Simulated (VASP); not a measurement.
Input of a VASP 6.6.1 run:

File INCAR:

```
PREC = Accurate
ENCUT = 700
EDIFF = 1E-6
ISMEAR = 0
SIGMA = 0.1
LREAL = F
LASPH = T
NELM = 120
ALGO = Normal
ISIF = 2
LWAVE = F
LCHARG = F
GGA = PE
NBANDS = 19
GGA_COMPAT = F
```

The input KPOINTS:

```
Automatic mesh
0
Gamma
  8 8 8
```

Contents of POSCAR:

```
CrN2
1.0
   -1.3395705643      1.3395705643      4.8448419141
    1.3395705643     -1.3395705643      4.8448419141
    1.3395705643      1.3395705643     -4.8448419141
Cr N
1 2
Direct
    0.0000000000      0.0000000000      0.0000000000
    0.5771639075      0.5771639075      0.0000000000
    0.4228360925      0.4228360925      0.0000000000
```

Potentials or basis: VASP PAW PBE potentials, release 64 (Cr_sv, N).

Launch:

```console
$ cat potpaw_PBE.64/Cr_sv/POTCAR potpaw_PBE.64/N/POTCAR > POTCAR
$ mpirun -np 1 vasp_std > vasp.out
```

(1) Estimate the largest force.

(2) What does it give for the pressure?

(3) Predict the band gap on the k mesh.

Results:

(1) 0.124 eV/Å.

(2) 0.1 GPa.

(3) zero (bands 12 and 13 overlap by 0.58 eV).

Caveat: the run has no spin polarisation, though such a crystal can be magnetic.
